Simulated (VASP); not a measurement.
Pt, 1 atom in the cell. Symmetry: Im-3m, No. 229, cubic system. The conventional cell has a = 3.145 Å, b = 3.145 Å, c = 3.145 Å, α = 90.00°, β = 90.00°, γ = 90.00°. Within 3.6 Å of Pt (site symmetry m-3m) lie 14 Pt at 2.72 to 3.14 Å. 

| Quantity | Value |
| --- | --- |
| Program | VASP 6.6.1 |
| Task | single point |
| Functional | BLYP |
| Dispersion | D3(BJ) |
| Potentials or basis | VASP PAW PBE potentials, release 64 (Pt) |
| Cutoff | 520 eV |
| k mesh | 13 × 13 × 13 |
| Occupations | fermi-dirac, width 0.05 eV |
| Spin | no spin polarisation |
| Dipole correction | no |
| Further INCAR settings | ALGO = Normal; EDIFF = 1e-06; NBANDS = 11 |

Potentials or basis: VASP PAW PBE potentials, release 64 (Pt).

Launch:

```bash
$ cat potpaw_PBE.64/Pt/POTCAR > POTCAR
$ mpirun -np 1 vasp_std > vasp.out
```

Hardware: 1 thread of AMD EPYC 7R13 Processor (Zen 3), on a shared host.

Q: Estimate the wall time of this run.

A: Run time: 12 s on 1 thread of AMD EPYC 7R13 Processor (Zen 3) (shared host), peak memory 0.11 GiB. Counts: scf iterations 11, k points 84.
